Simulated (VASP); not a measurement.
**LiF: single point with LDA**

The system is LiF.

```xyz
4
Lattice="3.0141 0.0000 0.0000 -1.5070 2.6103 0.0000 0.0000 0.0000 4.7086" Properties=species:S:1:pos:R:3 pbc="T T T"
Li    0.0000    1.7402    1.8521
Li    1.5070    0.8701    4.2064
F     0.0000    1.7402    4.6663
F     1.5070    0.8701    2.3120
```

This cell differs from its parent crystal: c/a of the conventional cell at fixed volume 1.5622.

```json
{
 "Program": "VASP 6.6.1",
 "Task": "single point",
 "Functional": "LDA",
 "Potentials or basis": "VASP PAW LDA potentials, release 64 (Li_sv, F)",
 "Cutoff": "520 eV",
 "k mesh": "9 × 9 × 6",
 "Occupations": "gaussian, width 0.05 eV",
 "Spin": "no spin polarisation",
 "Dipole correction": "no",
 "Further INCAR settings": "ALGO = Normal; EDIFF = 1e-06; NBANDS = 18"
}
```

```yaml
Largest_force: 0.188 eV/Å
Band_gap_on_the_k_mesh: 7.79 eV, direct
```

Forces in eV/Å, atoms in the order of the input:
```
Li   0.000  0.000 -0.188
Li   0.000  0.000 -0.188
F    0.000  0.000  0.188
F    0.000  0.000  0.188
```

Levels at points of the mesh, in eV from the valence-band top:
```
           k point  band 6  band 7  band 8  band 9  band 10  band 11  band 12  band 13  band 14  band 15
(0.00, 0.00, 0.00)   -0.65   -0.65   -0.29   -0.29     0.00     7.79    12.12    15.61    18.48    18.48
(0.00, 0.00, 0.50)   -1.38   -0.47   -0.47   -0.47    -0.47     9.56     9.56    17.69    17.69    18.77
```

It used 47 s of CPU time on 1 thread of AMD EPYC 7R13 Processor (Zen 3) (shared host).

 A k mesh can miss the band edges.
